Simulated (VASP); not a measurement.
Set up this calculation in VASP 6.6.1, as the native input.

* Task: single point
* Functional: PBE
* Potentials or basis: VASP PAW PBE potentials, release 64 (Hg, Te)
* Cutoff: 520 eV
* k mesh: 4 × 4 × 4
* Occupations: methfessel-paxton, width 0.1 eV
* Spin: no spin polarisation
* Dipole correction: no
* Further INCAR settings: ALGO = Normal; EDIFF = 1e-06; NBANDS = 16

The structure of HgTe (Coloradoite) lies in POSCAR:

```
HgTe
1.0
    0.0000000000      3.2145000000      3.2145000000
    3.2145000000      0.0000000000      3.2145000000
    3.2145000000      3.2145000000      0.0000000000
Hg Te
1 1
Direct
    0.0000000000      0.0000000000      0.0000000000
    0.2500000000      0.2500000000      0.2500000000
```

One way to write it, as run:

INCAR

```
  ALGO = Normal
  EDIFF = 1E-6
  ENCUT = 520
  GGA = PE
  ISIF = 2
  ISMEAR = 1
  LASPH = T
  LCHARG = T
  LELF = T
  LREAL = F
  LVHAR = T
  LWAVE = F
  NBANDS = 16
  NELM = 60
  PREC = Accurate
  SIGMA = 0.1
```

KPOINTS

```
k-points
0
Gamma
  4 4 4
```

Potentials or basis: VASP PAW PBE potentials, release 64 (Hg, Te).

Launch:

```sh
$ cat potpaw_PBE.64/Hg/POTCAR potpaw_PBE.64/Te/POTCAR > POTCAR
$ mpirun -np 1 vasp_std > vasp.out
```

Results of the run:

```json
{
 "Pressure": "5.1 GPa",
 "Band gap on the k mesh": "zero (filled and empty bands touch)"
}
```

Caveat: the k points lie up to 0.42 Å⁻¹ apart; spin-orbit coupling is left out, which moves the levels of the heavy elements.

Run time: 11 s on 1 thread of Intel Xeon 6975P-C, on a shared host, peak memory 0.2 GiB.
